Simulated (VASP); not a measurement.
# Al2SiO (P4/mmm) in VASP: notebook

Al2SiO is run at these levels: PBE; tasks: single point, relaxation of cell and atoms.

All numbers are computed with VASP 6.6.1; they aren't measurements. Logs are shortened: lines on timing, memory, paths and dates and some standing lists are left out, and cuts for length are marked.

## 1. The cell of the first run

Symmetry: P4/mmm, No. 123, tetragonal system. Conventional cell: a = 2.672 Å, b = 2.672 Å, c = 8.168 Å, α = 90.00°, β = 90.00°, γ = 90.00°. Within 3.2 Å of Al (site symmetry 4mm) lie 4 O at 2.40 Å and 1 Si at 2.61 Å and 5 Al at 2.67 to 2.95 Å. Within 3.4 Å of Si (site symmetry 4/mmm) lie 2 Al at 2.61 Å and 4 Si at 2.67 Å. O (site symmetry 4/mmm) has 8 Al at 2.40 Å and 4 O at 2.67 Å within 3.2 Å.

## 2. Single point, PBE

INCAR

```
SYSTEM = Al2SiO
ALGO = Normal ; EDIFF = 1E-6
ENCUT = 520 ; GGA = PE
ISIF = 2 ; ISMEAR = 0
LASPH = .TRUE. ; LCHARG = .FALSE.
LREAL = .FALSE. ; LWAVE = .FALSE.
NBANDS = 16 ; NELM = 100
PREC = Accurate ; SIGMA = 0.1
```

KPOINTS

```
k-points
0
G
  18 18 6
  0 0 0
```

POSCAR

```
Al2SiO
1.0
    2.6719317952      0.0000000000      0.0000000000
    0.0000000000      2.6719317952      0.0000000000
    0.0000000000      0.0000000000      8.1679711053
Al Si O
2 1 1
Direct
    0.5000000000      0.5000000000      0.6806340242
    0.5000000000      0.5000000000      0.3193659758
    0.5000000000      0.5000000000      0.0000000000
    0.0000000000      0.0000000000      0.5000000000
```

Potentials or basis: VASP PAW PBE potentials, release 64 (Al, Si, O).

On the command line:

```sh
cat potpaw_PBE.64/Al/POTCAR potpaw_PBE.64/Si/POTCAR potpaw_PBE.64/O/POTCAR > POTCAR
mpirun -np 1 vasp_std > vasp.out
```

OUTCAR:

```text
SYSTEM = Al2SiO
   EDIFF = 1E-6
   ENCUT = 520
   GGA = PE
   ISIF = 2
   ISMEAR = 0
   LASPH = .TRUE.
   LREAL = .FALSE.
   NELM = 100
   PREC = Accurate

 ion  position               nearest neighbor table
   1  0.500  0.500  0.681-   4 2.40   4 2.40   4 2.40   4 2.40   3 2.61   2 2.95
   2  0.500  0.500  0.319-   4 2.40   4 2.40   4 2.40   4 2.40   3 2.61   1 2.95
   3  0.500  0.500  0.000-   1 2.61   2 2.61
   4  0.000  0.000  0.500-   1 2.40   2 2.40   1 2.40   2 2.40   1 2.40   2 2.40   1 2.40   2 2.40

  LATTYP: Found a simple tetragonal cell.
 ALAT       =     2.6719317952
 C/A-ratio  =     3.0569534447

  Lattice vectors:

 A1 = (   2.6719317952,   0.0000000000,   0.0000000000)
 A2 = (   0.0000000000,   2.6719317952,   0.0000000000)
 A3 = (   0.0000000000,   0.0000000000,   8.1679711053)

Analysis of symmetry for initial positions (statically):
=====================================================================
 Subroutine PRICEL returns:
 Original cell was already a primitive cell.

 Routine SETGRP: Setting up the symmetry group for a
 simple tetragonal supercell.

 Subroutine GETGRP returns: Found 16 space group operations
 (whereof 16 operations were pure point group operations)
 out of a pool of 16 trial point group operations.

The static configuration has the point symmetry D_4h.

Analysis of symmetry for dynamics (positions and initial velocities):
=====================================================================
 Subroutine PRICEL returns:
 Original cell was already a primitive cell.

 Routine SETGRP: Setting up the symmetry group for a
 simple tetragonal supercell.

 Subroutine GETGRP returns: Found 16 space group operations
 (whereof 16 operations were pure point group operations)
 out of a pool of 16 trial point group operations.

The dynamic configuration has the point symmetry D_4h.

 Subroutine INISYM returns: Found 16 space group operations
 (whereof 16 operations are pure point group operations),
 and found     1 'primitive' translations

----------------------------------------------------------------------------------------

                                     Primitive cell

  volume of cell :      58.3129

  direct lattice vectors                    reciprocal lattice vectors
     2.671931795  0.000000000  0.000000000     0.374261050  0.000000000  0.000000000
     0.000000000  2.671931795  0.000000000     0.000000000  0.374261050  0.000000000
     0.000000000  0.000000000  8.167971105     0.000000000  0.000000000  0.122429424

  length of vectors
     2.671931795  2.671931795  8.167971105     0.374261050  0.374261050  0.122429424

  position of ions in fractional coordinates (direct lattice)
     0.500000000  0.500000000  0.680634024
     0.500000000  0.500000000  0.319365976
     0.500000000  0.500000000  0.000000000
     0.000000000  0.000000000  0.500000000

  ion indices of the primitive-cell ions
   primitive index   ion index
                 1           1
                 2           2
                 3           3
                 4           4

----------------------------------------------------------------------------------------

 KPOINTS: k-points

Automatic generation of k-mesh.
 Grid dimensions read from file:
 generate k-points for:   18   18    6

 Generating k-lattice:

  Cartesian coordinates                     Fractional coordinates (reciprocal lattice)
     0.020792281  0.000000000  0.000000000     0.055555556  0.000000000  0.000000000
     0.000000000  0.020792281  0.000000000     0.000000000  0.055555556  0.000000000
     0.000000000  0.000000000  0.020404904     0.000000000  0.000000000  0.166666667

  Length of vectors
     0.020792281  0.020792281  0.020404904

  Shift w.r.t. Gamma in fractional coordinates (k-lattice)
     0.000000000  0.000000000  0.000000000

 Subroutine IBZKPT returns following result:
 ===========================================

 Found    220 irreducible k-points:

 Following reciprocal coordinates:
            Coordinates               Weight
  0.000000  0.000000  0.000000      1.000000
  0.055556  0.000000  0.000000      4.000000
  0.111111  0.000000  0.000000      4.000000
  0.166667  0.000000  0.000000      4.000000
  0.222222  0.000000  0.000000      4.000000
  0.277778  0.000000  0.000000      4.000000
[... 16 lines left out ...]
  0.277778  0.111111  0.000000      8.000000
  0.333333  0.111111  0.000000      8.000000
 [... further k-points ...]
   k-points           NKPTS =    220   k-points in BZ     NKDIM =    220   number of bands    NBANDS=     16
   number of dos      NEDOS =    301   number of ions     NIONS =      4
   total plane-waves  NPLWV =  25600
   dimension x,y,z NGX =    20 NGY =   20 NGZ =   64
   dimension x,y,z NGXF=    40 NGYF=   40 NGZF=  128
   ions per type =               2   1   1
   NGX,Y,Z   is equivalent  to a cutoff of  12.44, 12.44, 13.03 a.u.
   NGXF,Y,Z  is equivalent  to a cutoff of  24.89, 24.89, 26.05 a.u.
 SYSTEM =  Al2SiO
   PREC   = accura    normal or accurate (medium, high low for compatibility)
   ISTART =      0    job   : 0-new  1-cont  2-samecut
   ICHARG =      2    charge: 1-file 2-atom 10-const
   ISPIN  =      1    spin polarized calculation?
   LNONCOLLINEAR =      F non collinear calculations
   LSORBIT =      F    spin-orbit coupling
   LASPH  =      T    aspherical Exc in radial PAW
   ENCUT  =  520.0 eV  38.22 Ry    6.18 a.u.   4.97  4.97 15.19*2*pi/ulx,y,z
   NELM   =    100;   NELMIN=  2; NELMDL= -5     # of ELM steps
   EDIFF  = 0.1E-05   stopping-criterion for ELM
   LREAL  =      F    real-space projection
   EDIFFG = 0.1E-04   stopping-criterion for IOM
   NSW    =      0    number of steps for IOM
   IBRION =     -1    ionic relax: 0-MD 1-quasi-New 2-CG
   NFREE  =      0    steps in history (QN), initial steepest desc. (CG)
   ISIF   =      2    stress and relaxation
   ISYM   =      2    0-nonsym 1-usesym 2-fastsym
   POTIM  = 0.5000    time-step for ionic-motion
   TEBEG  =    0.0;   TEEND  =   0.0 temperature during run
   PSTRESS=    0.0 pullay stress
   NELECT =      16.0000    total number of electrons
   NUPDOWN=      -1.0000    fix difference up-down
   EMIN   =  10.00;   EMAX   =-10.00  energy-range for DOS
   EFERMI =   0.00;   METHOD = LEGACY
   ISMEAR =     0;   SIGMA  =   0.10  broadening in eV -4-tet -1-fermi 0-gaus
   EFERMI_NEDOS =   21; number of points for ismear=-14 and -15
   IALGO  =     38    algorithm
   IMIX   =      4    mixing-type and parameters
     AMIX     =   0.40;   BMIX     =  1.00
     AMIX_MAG =   1.60;   BMIX_MAG =  1.00
  volume/ion in A,a.u.               =      14.58        98.38
  Fermi-wavevector in a.u.,A,eV,Ry     =   1.063800  2.010290 15.397301  1.131670
  Thomas-Fermi vector in A             =   2.199297
   LORBIT       =      0    0 simple, 1 ext, 2 COOP (PROOUT), +10 PAW based schemes
   GGA     = PE    functional components
   LHFCALC =     F    Hartree Fock is set to
   AEXX    =    0.0000 exact exchange contribution
   IVDW    =     0    specifies the selected vdW correction
   LEPSILON=     F    determine dielectric tensor
   LRPA    =     F    only Hartree local field effects (RPA)
 non-spin polarized calculation
 Gauss-broadening in eV      SIGMA  =   0.10
  energy-cutoff  :      520.00
  volume of cell :       58.31
 maximum number of plane-waves:      1597
 NGX is ok and might be reduce to    20
   NGX =  9   NGY =  9   NGZ = 31

 number of electron      15.9999996 magnetization

 Free energy of the ion-electron system (eV)
  ---------------------------------------------------
  ext. energy  EPLUGINS =         0.00000000
  ---------------------------------------------------
  free energy    TOTEN  =       -18.45570930 eV

  energy without entropy =      -18.44935844  energy(sigma->0) =      -18.45253387

 E-fermi :   7.6407     XC(G=0): -10.3785

 val. band max:        7.6404825167   @ k =   0.5000   0.5000   0.0000
 cond. band min:       7.6419724700   @ k =   0.2778   0.2222   0.5000
 fundamental gap:      0.0014899533
 Fermi energy:         7.6406993178

 k-point     1 :       0.0000    0.0000    0.0000
  band No.  band energies     occupation
      1     -12.9513      2.00000
      2      -3.5217      2.00000
      3      -2.2284      2.00000
      4       1.7988      2.00000
      5       2.3806      2.00000
      6       4.1003      2.00000
[... 8 lines left out ...]
     15      16.4127      0.00000
     16      16.6832      0.00000

 k-point     2 :       0.0556    0.0000    0.0000
  band No.  band energies     occupation
      1     -12.9237      2.00000
      2      -3.4620      2.00000
      3      -2.1721      2.00000
      4       1.7856      2.00000
      5       2.4219      2.00000
      6       3.9589      2.00000
[... 8 lines left out ...]
     15      16.6796      0.00000
     16      16.8629      0.00000

 k-point     3 :       0.1111    0.0000    0.0000
  band No.  band energies     occupation
      1     -12.8427      2.00000
      2      -3.2836      2.00000
      3      -2.0041      2.00000
      4       1.6900      2.00000
      5       2.5432      2.00000
      6       3.6781      2.00000
[... 8 lines left out ...]
     15      16.7595      0.00000
     16      17.8450      0.00000

 k-point     4 :       0.1667    0.0000    0.0000
  band No.  band energies     occupation
      1     -12.7145      2.00000
      2      -2.9889      2.00000
      3      -1.7277      2.00000
      4       1.3784      2.00000
      5       2.7360      2.00000
      6       3.5506      2.00000
[... 8 lines left out ...]
     15      16.8794      0.00000
     16      18.2076      0.00000
[... 324 lines left out ...]
 k-point    22 :       0.2222    0.1111    0.0000
  band No.  band energies     occupation
      1     -12.4484      2.00000
      2      -2.3464      2.00000
      3      -1.1341      2.00000
      4       0.9210      2.00000
      5       3.1432      2.00000
      6       3.3548      2.00000
[... 8 lines left out ...]
     15      15.9161      0.00000
     16      17.0082      0.00000

 k-point    23 :       0.2778    0.1111    0.0000
  band No.  band energies     occupation
      1     -12.2664      2.00000
      2      -1.8451      2.00000
      3      -0.6715      2.00000
      4       0.3536      2.00000
      5       3.4112      2.00000
      6       3.4913      2.00000
[... 8 lines left out ...]
     15      16.2404      0.00000
     16      16.4123      0.00000

 k-point    24 :       0.3333    0.1111    0.0000
  band No.  band energies     occupation
      1     -12.0846      2.00000
      2      -1.3077      2.00000
      3      -0.1430      2.00000
      4      -0.1289      2.00000
      5       3.6428      2.00000
      6       3.6658      2.00000
[... 8 lines left out ...]
     15      16.5664      0.00000
     16      16.5974      0.00000

 [... further k-points ...]
[... 5 lines left out ...]
  --------------------------------------------------------------------------------------
  -------------------------------------------------------------------------------------
  Total       -0.0033068     -0.0033068     -0.0303191      0.0000000     -0.0000000      0.0000000
  in kB       -0.0908562     -0.0908562     -0.8330329      0.0000000     -0.0000000      0.0000000
  external PRESSURE =      -0.3382484 kB  Pullay stress =       0.0000000 kB

 VOLUME and BASIS-vectors are now :
 -----------------------------------------------------------------------------
  energy-cutoff  :      520.00
  volume of cell :       58.31
      direct lattice vectors                 reciprocal lattice vectors
     2.671931795  0.000000000  0.000000000     0.374261050  0.000000000  0.000000000
     0.000000000  2.671931795  0.000000000     0.000000000  0.374261050  0.000000000
     0.000000000  0.000000000  8.167971105     0.000000000  0.000000000  0.122429424

 POSITION                                       TOTAL-FORCE (eV/Angst)
 -----------------------------------------------------------------------------------
      1.33597      1.33597      5.55940         0.000000      0.000000     -0.003108
      1.33597      1.33597      2.60857        -0.000000     -0.000000      0.003108
      1.33597      1.33597      0.00000        -0.000000      0.000000      0.000000
      0.00000      0.00000      4.08399        -0.000000      0.000000      0.000000
 -----------------------------------------------------------------------------------
    total drift:                                0.000000      0.000000      0.000000

  FREE ENERGIE OF THE ION-ELECTRON SYSTEM (eV)
  ---------------------------------------------------
  free  energy   TOTEN  =       -18.4557093009 eV

  energy  without entropy=      -18.4493584417  energy(sigma->0) =      -18.45253387
```

Wall time 67 s (1 thread of Intel Xeon 6975P-C (Granite Rapids), shared host); peak memory 0.31 GiB.

Results:

- Free energy: -18.4557 eV
- Pressure: 0.0 GPa
- Largest force: 0.003 eV/Å
- Band gap on the k mesh: zero (band 8 reaches 9.08 eV, above the bottom of band 9 at 5.53 eV)

Forces on the atoms (eV/Å):
```
Al   0.000  0.000 -0.003
Al   0.000  0.000  0.003
Si   0.000  0.000  0.000
O    0.000  0.000  0.000
```

## 3. Relaxation of cell and atoms, PBE

This run uses another cell than the first one, of 14.54 Å³/atom, 0.998 times its volume.

INCAR

```
PREC     = Accurate       # precision mode
ENCUT    = 600            # plane-wave cutoff, eV
EDIFF    = 1E-7           # SCF threshold, eV
ISMEAR   = 0              # smearing method
SIGMA    = 0.1            # smearing width, eV
LREAL    = F              # projectors in reciprocal space
LASPH    = T              # aspherical terms in the spheres
NELM     = 80             # most SCF steps
ALGO     = Normal         # electronic algorithm
ISIF     = 3              # what is computed and relaxed
LWAVE    = F              # write WAVECAR
LCHARG   = F              # write CHGCAR
GGA      = PE             # functional
IBRION   = 2              # ionic algorithm
NSW      = 100            # ionic steps
EDIFFG   = -0.01          # ionic threshold
```

KPOINTS

```
Automatic mesh
0
Gamma
  18 18 6
```

POSCAR

```
Al2SiO
1.0
    2.6528924509      0.0000000000      0.0000000000
    0.0000000000      2.6528924509      0.0000000000
    0.0000000000      0.0000000000      8.2650934915
Al Si O
2 1 1
Direct
    0.5000000000      0.5000000000      0.6784988374
    0.5000000000      0.5000000000      0.3215011626
    0.5000000000      0.5000000000      0.0000000000
    0.0000000000      0.0000000000      0.5000000000
```

Potentials or basis: VASP PAW PBE potentials, release 64 (Al, Si, O).

On the command line:

```sh
cat potpaw_PBE.64/Al/POTCAR potpaw_PBE.64/Si/POTCAR potpaw_PBE.64/O/POTCAR > POTCAR
mpirun -np 1 vasp_std > vasp.out
```

It took 4.4 min on 1 thread of Intel Xeon 6975P-C (Granite Rapids), shared host; peak memory 0.35 GiB.

It converged, with:

```yaml
Free_energy: -18.4575 eV
Relaxed_volume: 14.57 Å³/atom
Relaxed_cell: a = 2.671 Å, b = 2.671 Å, c = 8.166 Å, α = 90.00°, β = 90.00°, γ = 90.00°
Space_group_after_relaxing_to_0.05_Å: P4/mmm (No. 123)
Energy_gained_by_relaxing: 2.3 meV/atom
Ionic_steps: 6
Pressure_after_relaxing: 0.0 GPa
Largest_force_after_relaxing: 0.007 eV/Å
Band_gap_on_the_k_mesh: zero (band 8 reaches 9.09 eV, above the bottom of band 9 at 5.54 eV)
```

Forces on the atoms (eV/Å):
```
Al   0.000  0.000 -0.007
Al   0.000  0.000  0.007
Si   0.000  0.000  0.000
O    0.000  0.000  0.000
```

The path:
| step | energy change (eV) | largest force (eV/Å) | pressure (GPa) | volume (Å³) |
| --- | --- | --- | --- | --- |
| 1 | 0.0000 | 0.1300 | 0.34 | 58.17 |
| 2 | -0.0073 | 0.0973 | -0.08 | 58.42 |
| 3 | -0.0085 | 0.0732 | -0.32 | 58.57 |
| 4 | -0.0092 | 0.0366 | -0.04 | 58.32 |
| 5 | -0.0093 | 0.0194 | 0.09 | 58.22 |
| 6 | -0.0094 | 0.0074 | -0.04 | 58.28 |

Final structure:
```xyz
4
Lattice="2.6714 0.0000 0.0000 0.0000 2.6714 0.0000 0.0000 0.0000 8.1657" Properties=species:S:1:pos:R:3 pbc="T T T"
Al    1.3357    1.3357    5.5584
Al    1.3357    1.3357    2.6073
Si    1.3357    1.3357    0.0000
O     0.0000    0.0000    4.0828
```

Levels at points of the mesh, in eV from the Fermi level:
```
           k point  band 4  band 5  band 6  band 7  band 8  band 9  band 10  band 11  band 12
(0.00, 0.00, 0.00)   -5.84   -5.26   -3.54   -3.54    0.86    1.23     6.81     7.06     7.28
(0.50, 0.00, 0.00)   -6.72   -4.99   -4.25   -2.99   -0.98   -0.47     0.01     0.91     5.70
(0.50, 0.50, 0.00)   -4.96   -2.92   -1.80   -1.80    0.00    0.21     0.28     0.28     2.43
(0.00, 0.00, 0.50)   -7.93   -3.54   -3.54   -2.22   -2.15    3.06     5.35     7.25     7.25
(0.50, 0.00, 0.50)   -6.81   -4.60   -3.28   -2.99   -2.37   -2.11     1.24     3.04     4.54
(0.50, 0.50, 0.50)   -4.97   -2.86   -1.94   -1.94   -0.74    1.26     1.28     1.28     1.67
```
